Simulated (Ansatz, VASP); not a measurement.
# Sn: VASP beside Ansatz

Contents of INCAR:

```
SYSTEM = Sn
ALGO = Normal ; EDIFF = 1E-7
ENCUT = 520 ; GGA = PE
ISIF = 2 ; ISMEAR = -1
LASPH = .True. ; LCHARG = .False.
LREAL = .False. ; LWAVE = .False.
NBANDS = 21 ; NELM = 60
PREC = Accurate ; SIGMA = 0.05
```

File KPOINTS:

```
k-points
0
Gamma
  9 9 9
  0 0 0
```

File POSCAR:

```
Sn
1.0
    0.0000000000      3.2942374582      3.2942374582
    3.2942374582      0.0000000000      3.2942374582
    3.2942374582      3.2942374582      0.0000000000
Sn
2
Direct
    0.0000000000      0.0000000000      0.0000000000
    0.2500000000      0.2500000000      0.2500000000
```

Input for Ansatz:

```yaml
crystal:
  lattice:
    - [0.0, 3.2942374582, 3.2942374582]
    - [3.2942374582, 0.0, 3.2942374582]
    - [3.2942374582, 3.2942374582, 0.0]
  atoms:
    - { symbol: Sn, position: [0.0, 0.0, 0.0] }
    - { symbol: Sn, position: [0.25, 0.25, 0.25] }
kpoints:
  mp_grid: { grid: [9, 9, 9] }
scf:
  occupations: { method: fermi_dirac, width: 0.05 }
hamiltonian:
  xc: pbe
  pseudopotentials: { kind: all_electron, lapw: { basis_error: 0.0005 } }
output:
  forces: true
  stress: true
  eigenvalues: true
```

Change from the starting cell: volume scaled by 0.97.

Alike in both runs: task single point; functional PBE; k mesh 9 × 9 × 9; occupations fermi-dirac, width 0.05 eV; no spin polarisation.

|  | VASP | Ansatz |
| --- | --- | --- |
| version | VASP 6.6.1 | Ansatz 0.2.0 |
| potentials or method | VASP PAW PBE potentials, release 64 (Sn_d), cutoff 520 eV | all-electron LAPW, scalar-relativistic |

```tsv
	VASP	Ansatz	Ansatz less VASP
pressure (GPa)	1.1	1.2	+0.05
```

Ansatz ran all-electron here, and VASP with PAW potentials.
